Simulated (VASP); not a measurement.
The system is Os.

```
Os
1.0
     2.74000    0.00000    0.00000
    -1.37000    2.37291    0.00000
     0.00000    0.00000    4.32646
Os
2
Direct
  0.33333 0.66667 0.75000
  0.66667 0.33333 0.25000
```

- Program: VASP 6.6.1
- Task: relaxation of cell and atoms
- Functional: PBE
- Potentials or basis: VASP PAW PBE potentials, release 64 (Os)
- Cutoff: 600 eV
- k mesh: 18 × 18 × 10
- Occupations: gaussian, width 0.1 eV
- Spin: no spin polarisation

At the start: pressure 6.3 GPa; volume 14.06 Å³/atom.

Question: Where does the relaxation end?

Answer: Over 4 steps the energy falls by 4.1 meV/atom and the volume is 14.28 Å³/atom (+1.5 %); space group P6_3/mmc (No. 194, to 0.05 Å).

The path:
```csv
step,energy change (eV),largest force (eV/Å),pressure (GPa),volume (Å³)
1,0.0000,0.0000,6.29,28.13
2,0.1320,0.0000,-22.22,30.44
3,-0.0081,0.0000,-0.18,28.56
4,-0.0081,0.0000,0.00,28.55
```

Final structure:
```yaml
crystal:
  lattice:
    - [2.75299, 0.00000, 0.00000]
    - [-1.37650, 2.38416, 0.00000]
    - [0.00000, 0.00000, 4.34993]
  atoms:
    - { symbol: Os, position: [0.33333, 0.66667, 0.75000] }
    - { symbol: Os, position: [0.66667, 0.33333, 0.25000] }
```
